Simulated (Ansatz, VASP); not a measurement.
## MgS in VASP and in Ansatz

```
Mg S
1.0
     3.27358    0.00000    0.00000
     0.00000    3.27358    0.00000
     0.00000    0.00000    3.27358
Mg S
1 1
Direct
  0.00000 0.00000 0.00000
  0.50000 0.50000 0.50000
```

Alike in both runs: functional PBE; k mesh 6 × 6 × 6; occupations gaussian, width 0.1 eV; no spin polarisation.

Ansatz relaxed the structure, and its values are those at the end. VASP's run is a single point on that final structure, the one shown.

```csv
,VASP,Ansatz
version,VASP 6.6.1,Ansatz 0.2.0
potentials or method,"VASP PAW PBE potentials, release 64 (Mg, S), cutoff 520 eV","scalar-relativistic, plane waves, PAW"
valence electrons in the cell,8,16
```

|  | VASP | Ansatz | Ansatz less VASP |
| --- | --- | --- | --- |
| gap on the k mesh at the Fermi level (eV) | none | none | - |
| pressure (GPa) | -0.4 | -0.1 | +0.32 |

A gap of «none» marks a metal or a gap that the smearing closes. VASP's potentials hold 8 valence electrons a cell and Ansatz's 16, so a difference there can come from the potentials and not from the codes.
